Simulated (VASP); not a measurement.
# Si4Cl (I4/mmm) in VASP: notebook, part 2 of 2

VASP 6.6.1. The steps go on from the part before.

### Step 3. Single point, PBE

This run uses another cell than the first one, of 21.76 Å³/atom.

INCAR reads:

```
PREC     = Accurate       # precision mode
ENCUT    = 520            # plane-wave cutoff, eV
EDIFF    = 1E-7           # SCF threshold, eV
ISMEAR   = 0              # smearing method
SIGMA    = 0.1            # smearing width, eV
LREAL    = False          # projectors in reciprocal space
LASPH    = True           # aspherical terms in the spheres
NELM     = 100            # most SCF steps
ALGO     = Normal         # electronic algorithm
ISIF     = 2              # what is computed and relaxed
LWAVE    = False          # write WAVECAR
LCHARG   = True           # write CHGCAR
GGA      = PE             # functional
LELF     = True           # ELF
LVHAR    = True         
NBANDS   = 20             # bands
```

KPOINTS reads:

```
regular mesh
0
Gamma
  6 6 6
```

POSCAR reads:

```
Si4Cl
1.0
   -2.3337481919      2.3337481919      4.9945112783
    2.3337481919     -2.3337481919      4.9945112783
    2.3337481919      2.3337481919     -4.9945112783
Si Cl
4 1
Direct
    0.3687253376      0.3687253376      0.0000000000
    0.6312746624      0.6312746624      0.0000000000
    0.5000000000      0.0000000000      0.5000000000
    0.0000000000      0.5000000000      0.5000000000
    0.0000000000      0.0000000000      0.0000000000
```

Potentials or basis: VASP PAW PBE potentials, release 64 (Si, Cl).

Run with:

```sh
$ cat potpaw_PBE.64/Si/POTCAR potpaw_PBE.64/Cl/POTCAR > POTCAR
$ mpirun -np 1 vasp_std > vasp.out
```

OUTCAR:

```text
PREC = Accurate
   ENCUT = 520
   EDIFF = 1E-7
   ISMEAR = 0
   LREAL = False
   LASPH = True
   NELM = 100
   ISIF = 2
   GGA = PE

 ion  position               nearest neighbor table
   1  0.369  0.369  0.000-   2 2.62   3 2.68   4 2.68   3 2.68   4 2.68
   2  0.631  0.631  0.000-   1 2.62   3 2.68   4 2.68   3 2.68   4 2.68
   3  0.500  0.000  0.500-   5 2.33   5 2.33   2 2.68   2 2.68   1 2.68   1 2.68
   4  0.000  0.500  0.500-   5 2.33   5 2.33   2 2.68   2 2.68   1 2.68   1 2.68
   5  0.000  0.000  0.000-   3 2.33   4 2.33   4 2.33   3 2.33

  LATTYP: Found a body centered tetragonal cell.
 ALAT       =     4.6674963838
 C/A-ratio  =     2.1401243269

  Lattice vectors:

 A1 = (  -2.3337481919,   2.3337481919,   4.9945112783)
 A2 = (   2.3337481919,  -2.3337481919,   4.9945112783)
 A3 = (   2.3337481919,   2.3337481919,  -4.9945112783)

Analysis of symmetry for initial positions (statically):
=====================================================================
 Subroutine PRICEL returns:
[... 172 lines left out ...]
  ext. energy  EPLUGINS =         0.00000000
  ---------------------------------------------------
  free energy    TOTEN  =       -20.23445605 eV

  energy without entropy =      -20.22824150  energy(sigma->0) =      -20.23134877

 E-fermi :   5.1323     XC(G=0):  -9.1619

 val. band max:        5.1210895187   @ k =   0.1667   0.1667   0.0000
 cond. band min:       5.1869728110   @ k =   0.1667   0.0000  -0.0000
 fundamental gap:      0.0658832923
 Fermi energy:         5.1323170534

 k-point     1 :       0.0000    0.0000    0.0000
  band No.  band energies     occupation
      1     -13.5457      2.00000
      2      -5.3697      2.00000
      3      -3.3792      2.00000
      4      -3.3792      2.00000
      5      -1.5670      2.00000
      6      -0.9833      2.00000
[... 541 lines left out ...]
     19      10.5001      0.00000
     20      11.5685      0.00000

 [... further k-points ...]
[... 5 lines left out ...]
  --------------------------------------------------------------------------------------
  -------------------------------------------------------------------------------------
  Total        0.0167585      0.0167585      0.1351501      0.0000000      0.0000000      0.0000000
  in kB        0.2467662      0.2467662      1.9900585      0.0000000      0.0000000      0.0000000
  external PRESSURE =       0.8278636 kB  Pullay stress =       0.0000000 kB

 VOLUME and BASIS-vectors are now :
 -----------------------------------------------------------------------------
  energy-cutoff  :      520.00
  volume of cell :      108.81
      direct lattice vectors                 reciprocal lattice vectors
    -2.333748192  2.333748192  4.994511278     0.000000000  0.214247622  0.100109895
     2.333748192 -2.333748192  4.994511278     0.214247622  0.000000000  0.100109895
     2.333748192  2.333748192 -4.994511278     0.214247622  0.214247622  0.000000000

 POSITION                                       TOTAL-FORCE (eV/Angst)
 -----------------------------------------------------------------------------------
      0.00000      0.00000      3.68321         0.000000      0.000000      0.042344
      0.00000      0.00000      6.30582        -0.000000     -0.000000     -0.042344
      0.00000      2.33375      0.00000         0.000000      0.000000      0.000000
      2.33375      0.00000      0.00000         0.000000      0.000000      0.000000
      0.00000      0.00000      0.00000         0.000000      0.000000      0.000000
 -----------------------------------------------------------------------------------
    total drift:                               -0.000000      0.000000      0.000000

  FREE ENERGIE OF THE ION-ELECTRON SYSTEM (eV)
  ---------------------------------------------------
  free  energy   TOTEN  =       -20.2344560466 eV

  energy  without entropy=      -20.2282414952  energy(sigma->0) =      -20.23134877
```

Run time: 2.8 min. Hardware: 1 thread of Intel Xeon 8259CL, shared host; peak memory 0.32 GiB.

What came out:

```yaml
Free_energy: -20.2345 eV
Pressure: 0.1 GPa
Largest_force: 0.042 eV/Å
Band_gap_on_the_k_mesh: zero (an odd number of electrons rules out a gap without spin polarisation)
```

Forces in eV/Å, atoms in the order of the input:
```
Si   0.000  0.000  0.042
Si   0.000  0.000 -0.042
Si   0.000  0.000  0.000
Si   0.000  0.000  0.000
Cl   0.000  0.000  0.000
```

Stress tensor (GPa, compression positive):
```
0.02 0.00 0.00
0.00 0.02 0.00
0.00 0.00 0.20
```

Levels at points of the mesh, in eV from the Fermi level:
```tsv
k point	band 8	band 9	band 10	band 11	band 12	band 13	band 14	band 15
(0.00, 0.00, 0.00)	-3.09	-2.65	-2.65	-1.37	-0.13	-0.13	0.17	2.13
(0.50, 0.00, 0.00)	-3.93	-1.89	-1.51	-0.74	0.34	0.78	0.82	2.33
(0.50, 0.50, 0.00)	-3.10	-3.03	-1.91	-1.52	0.86	1.23	2.42	2.42
(0.50, 0.50, 0.50)	-2.78	-2.78	-2.09	0.15	0.92	1.06	1.06	2.01
```

Caveat: an odd number of electrons without spin polarisation forces a metal; a magnetic or distorted state may lie lower.

### Step 4. Relaxation of cell and atoms, PBE

INCAR reads:

```
PREC = Accurate
ENCUT = 600
EDIFF = 1E-6
ISMEAR = 0
SIGMA = 0.1
LREAL = False
LASPH = True
NELM = 100
ALGO = Normal
ISIF = 3
LWAVE = False
LCHARG = False
GGA = PE
IBRION = 2
NSW = 90
EDIFFG = -0.04
```

KPOINTS reads:

```
Automatic mesh
0
Gamma
  6 6 6
```

POSCAR reads:

```
Si4Cl
1.0
   -2.2297016900      2.2297016900      4.2158001100
    2.2297016900     -2.2297016900      4.2158001100
    2.2297016900      2.2297016900     -4.2158001100
Si Cl
4 1
Direct
    0.2450000000      0.2450000000      0.0000000000
    0.7550000000      0.7550000000      0.0000000000
    0.5000000000      0.0000000000      0.5000000000
    0.0000000000      0.5000000000      0.5000000000
    0.0000000000      0.0000000000      0.0000000000
```

Run with:

```sh
$ cat potpaw_PBE.64/Si/POTCAR potpaw_PBE.64/Cl/POTCAR > POTCAR
$ mpirun -np 1 vasp_std > vasp.out
```

It took 28 min on 1 thread of Intel Xeon 8259CL, shared host; peak memory 0.28 GiB.

It converged, with:

```
Free energy                           : -20.2339 eV
Relaxed volume                        : 22.14 Å³/atom
Relaxed cell                          : a = 6.055 Å, b = 6.055 Å, c = 6.055 Å, α = 134.63°, β = 134.63°, γ = 66.10°
Space group after relaxing (to 0.1 Å) : I4/mmm (No. 139)
Pressure after relaxing               : 0.1 GPa
Band gap on the k mesh                : zero (an odd number of electrons rules out a gap without spin polarisation)
```

Forces on the atoms (eV/Å):
```
Si   0.000  0.000 -0.002
Si   0.000  0.000  0.002
Si   0.000  0.000  0.000
Si   0.000  0.000  0.000
Cl   0.000  0.000  0.000
```

Final structure:
```
CELL_PARAMETERS angstrom
-2.33513 2.33513 5.07555
2.33513 -2.33513 5.07555
2.33513 2.33513 -5.07555
ATOMIC_POSITIONS crystal
Si 0.37145 0.37145 0.00000
Si 0.62855 0.62855 0.00000
Si 0.50000 0.00000 0.50000
Si 0.00000 0.50000 0.50000
Cl 0.00000 0.00000 0.00000
```

Levels at points of the mesh, in eV from the Fermi level:
```tsv
k point	band 8	band 9	band 10	band 11	band 12	band 13	band 14	band 15
(0.00, 0.00, 0.00)	-3.04	-2.69	-2.69	-1.41	-0.07	-0.07	0.20	2.14
(0.50, 0.00, 0.00)	-3.96	-1.88	-1.53	-0.79	0.33	0.79	0.83	2.34
(0.50, 0.50, 0.00)	-3.13	-2.97	-1.97	-1.49	0.83	1.22	2.39	2.46
(0.50, 0.50, 0.50)	-2.81	-2.81	-2.10	0.06	0.87	1.00	1.00	1.97
```

Caveat: the volume moved by over 15 % at a fixed basis, so the end points are rough; an odd number of electrons without spin polarisation forces a metal; a magnetic or distorted state may lie lower.

### Step 5. Single point, PBE

This run uses another cell than the first one, of 22.88 Å³/atom.

INCAR reads:

```
SYSTEM = Si4Cl
  PREC = Accurate
  ENCUT = 520
  EDIFF = 1E-6
  ISMEAR = 0
  SIGMA = 0.1
  LREAL = .False.
  LASPH = .True.
  NELM = 60
  ALGO = Normal
  ISIF = 2
  LWAVE = .False.
  LCHARG = .True.
  GGA = PE
  LELF = .True.
  LVHAR = .True.
  NBANDS = 20
```

KPOINTS reads:

```
regular mesh
0
Gamma
  12 12 12
  0 0 0
```

POSCAR reads:

```
Si4Cl
1.0
   -2.3553086594      2.3553086594      5.1560458309
    2.3553086594     -2.3553086594      5.1560458309
    2.3553086594      2.3553086594     -5.1560458309
Si Cl
4 1
Direct
    0.3761922032      0.3761922032      0.0000000000
    0.6238077968      0.6238077968      0.0000000000
    0.5000000000      0.0000000000      0.5000000000
    0.0000000000      0.5000000000      0.5000000000
    0.0000000000      0.0000000000      0.0000000000
```

Run with:

```sh
$ cat potpaw_PBE.64/Si/POTCAR potpaw_PBE.64/Cl/POTCAR > POTCAR
$ mpirun -np 1 vasp_std > vasp.out
```

Wall time 12 min (1 thread of Intel Xeon 8259CL, shared host); peak memory 0.52 GiB.

It converged, with:

```yaml
Free_energy: -20.2421 eV
Pressure: 0.0 GPa
Largest_force: 0.012 eV/Å
Band_gap_on_the_k_mesh: zero (an odd number of electrons rules out a gap without spin polarisation)
```

Forces on the atoms (eV/Å):
```
Si   0.000  0.000  0.012
Si   0.000  0.000 -0.012
Si   0.000  0.000  0.000
Si   0.000  0.000  0.000
Cl   0.000  0.000  0.000
```

Levels at points of the mesh, in eV from the Fermi level:
| k point | band 7 | band 8 | band 9 | band 10 | band 11 | band 12 | band 13 | band 14 | band 15 | band 16 |
| --- | --- | --- | --- | --- | --- | --- | --- | --- | --- | --- |
| (0.00, 0.00, 0.00) | -4.65 | -2.87 | -2.76 | -2.76 | -1.58 | 0.08 | 0.08 | 0.25 | 2.18 | 2.67 |
| (0.50, 0.00, 0.00) | -5.89 | -3.98 | -1.83 | -1.59 | -0.77 | 0.32 | 0.83 | 0.90 | 2.48 | 4.37 |
| (0.50, 0.50, 0.00) | -3.33 | -3.18 | -2.81 | -1.93 | -1.35 | 0.73 | 1.22 | 2.24 | 2.58 | 3.44 |
| (0.50, 0.50, 0.50) | -4.46 | -2.85 | -2.85 | -2.20 | -0.06 | 0.84 | 1.01 | 1.01 | 2.08 | 2.78 |

Caveat: an odd number of electrons without spin polarisation forces a metal; a magnetic or distorted state may lie lower.

### Step 6. Summary

```tsv
task	cell	k mesh	cutoff (eV)	gap on the mesh (eV)	pressure (GPa)	largest force (eV/Å)
single point	a = 5.265 Å, angles 129.9, 129.9, 73.6°, 5 atoms, atomic positions A	6 × 6 × 6	520	none	16.2	4.92
single point	a = 5.986 Å, angles 134.1, 134.1, 66.9°, 5 atoms, atomic positions B	6 × 6 × 6	520	none	0.1	0.04
relaxation of cell and atoms	relaxed from a = 5.265 Å, angles 129.9, 129.9, 73.6°, 5 atoms, atomic positions A	6 × 6 × 6	600	none	0.1	-
single point	a = 6.138 Å, angles 134.9, 134.9, 65.7°, 5 atoms, atomic positions C	12 × 12 × 12	520	none	0.0	0.01
```

Alike in all rows: level PBE; potentials or basis VASP PAW PBE potentials, release 64 (Si, Cl); no spin polarisation; smearing gaussian 0.1 eV.

Caveats: an odd number of electrons without spin polarisation forces a metal; a magnetic or distorted state may lie lower; the cell stands under pressure (at least some runs); the volume moved by over 15 % at a fixed basis, so the end points are rough (at least some runs).

Total energies depend on the potentials used, so only differences within one code and one set of settings carry meaning.
